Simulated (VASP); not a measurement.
Input of a VASP 6.6.1 run:

Contents of INCAR:

```
SYSTEM = TaN
ALGO     = Normal         ! electronic algorithm
EDIFF    = 1E-7           ! SCF threshold, eV
ENCUT    = 520            ! plane-wave cutoff, eV
GGA      = PS             ! functional
ISIF     = 2              ! what is computed and relaxed
ISMEAR   = 0              ! smearing method
LASPH    = .TRUE.         ! aspherical terms in the spheres
LCHARG   = .FALSE.        ! write CHGCAR
LREAL    = .FALSE.        ! projectors in reciprocal space
LWAVE    = .FALSE.        ! write WAVECAR
NBANDS   = 33             ! bands
NELM     = 80             ! most SCF steps
PREC     = Accurate       ! precision mode
SIGMA    = 0.1            ! smearing width, eV
```

The input KPOINTS:

```
k-points
0
G
  12 12 12
  0 0 0
```

POSCAR

```
TaN
1.0
    5.5173947793      0.0000000000      0.0000000000
   -2.7586973897      4.7782040416      0.0000000000
    0.0000000000      0.0000000000      2.8281039323
Ta N
3 3
Direct
    0.0000000000      0.0000000000      0.0000000000
    0.3333333333      0.6666666667      0.5000000000
    0.6666666667      0.3333333333      0.5000000000
    0.5000000000      0.0000000000      0.0000000000
    0.5000000000      0.5000000000      0.0000000000
    0.0000000000      0.5000000000      0.0000000000
```

Potentials or basis: VASP PAW PBE potentials, release 64 (Ta_pv, N).

The run is started by

```bash
$ cat potpaw_PBE.64/Ta_pv/POTCAR potpaw_PBE.64/N/POTCAR > POTCAR
$ mpirun -np 1 vasp_std > vasp.out
```

Predict the band gap on the k mesh.

zero (bands 24 and 25 overlap by 2.14 eV).

Estimate the pressure.

-16.8 GPa.

Stress tensor (GPa, compression positive):
```
-25.53   0.00   0.00
  0.00 -25.53   0.00
  0.00   0.00   0.75
```

Caveat: the cell differs from its parent crystal (biaxial strain in the a-b plane: +6.0 %, then relaxed in part); the stress differs along the axes, from -26 to 1 GPa; the PAW data sets were made with another functional, which shifts forces and pressure a little; spin-orbit coupling is left out, which moves the levels of the heavy elements.
